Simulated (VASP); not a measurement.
Input of a VASP 6.6.1 run:

Contents of INCAR:

```
  ALGO = Normal
  EDIFF = 1E-7
  EDIFFG = -0.01
  ENCUT = 600
  GGA = PS
  IBRION = 2
  ISIF = 3
  ISMEAR = -1
  LASPH = True
  LCHARG = False
  LDAU = True
  LDAUJ = 0 0 0
  LDAUL = -1 2 -1
  LDAUPRINT = 1
  LDAUTYPE = 2
  LDAUU = 0 5 0
  LMAXMIX = 4
  LREAL = False
  LWAVE = False
  NELM = 150
  NSW = 60
  PREC = Accurate
  SIGMA = 0.05
```

Contents of KPOINTS:

```
k-points
0
Gamma
  7 7 7
```

The input POSCAR:

```
BaTiO3
1.0
    2.8273666084      1.6323808724      2.3183934932
   -2.8273666084      1.6323808724      2.3183934932
    0.0000000000     -3.2647617449      2.3183934932
Ba Ti O
1 1 3
Direct
    0.0000000000      0.0000000000      0.0000000000
    0.4845000000      0.4845000000      0.4845000000
    0.5086000000      0.0175000000      0.5086000000
    0.0175000000      0.5086000000      0.5086000000
    0.5086000000      0.5086000000      0.0175000000
```

Potentials or basis: VASP PAW PBE potentials, release 64 (Ba_sv, Ti_sv, O).

Command:

```console
$ cat potpaw_PBE.64/Ba_sv/POTCAR potpaw_PBE.64/Ti_sv/POTCAR potpaw_PBE.64/O/POTCAR > POTCAR
$ mpirun -np 1 vasp_std > vasp.out
```

(1) What does it give for the band gap on the k mesh?

(2) Predict the relaxed volume.

(3) Estimate the relaxed cell.

(4) What does it give for the space group after relaxing (to 0.1 Å)?

Answers

(1) 2.33 eV (least direct gap 2.48 eV).

(2) 12.94 Å³/atom.

(3) a = 4.015 Å, b = 4.015 Å, c = 4.015 Å, α = 90.00°, β = 90.00°, γ = 90.00°.

(4) Pm-3m (No. 221).

Caveat: the PAW data sets were made with another functional, which shifts forces and pressure a little; spin-orbit coupling is left out, which moves the levels of the heavy elements.
